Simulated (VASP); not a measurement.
Set up this calculation in VASP 6.6.1, as the native input.

```yaml
Task: single point
Functional: PBE
Potentials_or_basis: VASP PAW PBE potentials, release 64 (Si, O)
Cutoff: 520 eV
k_mesh: 6 × 6 × 8
Occupations: gaussian, width 0.05 eV
Spin: no spin polarisation
Dipole_correction: no
Further_INCAR_settings: ALGO = Normal; EDIFF = 1e-06; NBANDS = 25
```

The structure of SiO2 lies in POSCAR:

```
SiO2
1.0
    4.1088000000      0.0000000000      0.0000000000
    0.0000000000      4.1088000000      0.0000000000
    0.0000000000      0.0000000000      2.6091000000
Si O
2 4
Direct
    0.5000000000      0.5000000000      0.5000000000
    0.0000000000      0.0000000000      0.0000000000
    0.6930127928      0.6930127928      0.0000000000
    0.1930127928      0.8069872072      0.5000000000
    0.3069872072      0.3069872072      0.0000000000
    0.8069872072      0.1930127928      0.5000000000
```

One way to write it, as run:

INCAR

```
ALGO = Normal
EDIFF = 1E-6
ENCUT = 520
GGA = PE
ISIF = 2
ISMEAR = 0
LASPH = True
LCHARG = False
LREAL = False
LWAVE = False
NBANDS = 25
NELM = 100
PREC = Accurate
SIGMA = 0.05
```

KPOINTS

```
k-points
0
Gamma
  6 6 8
```

Potentials or basis: VASP PAW PBE potentials, release 64 (Si, O).

The run is started by

```console
$ cat potpaw_PBE.64/Si/POTCAR potpaw_PBE.64/O/POTCAR > POTCAR
$ mpirun -np 1 vasp_std > vasp.out
```

Results of the run:

The pressure is 33.5 GPa, the largest force is 0.738 eV/Å and the band gap on the k mesh is 6.70 eV, direct.

Wall time 28 s on 1 thread of Intel(R) Xeon(R) Platinum 8488C (Sapphire Rapids), with other jobs on the host, peak memory 0.16 GiB.
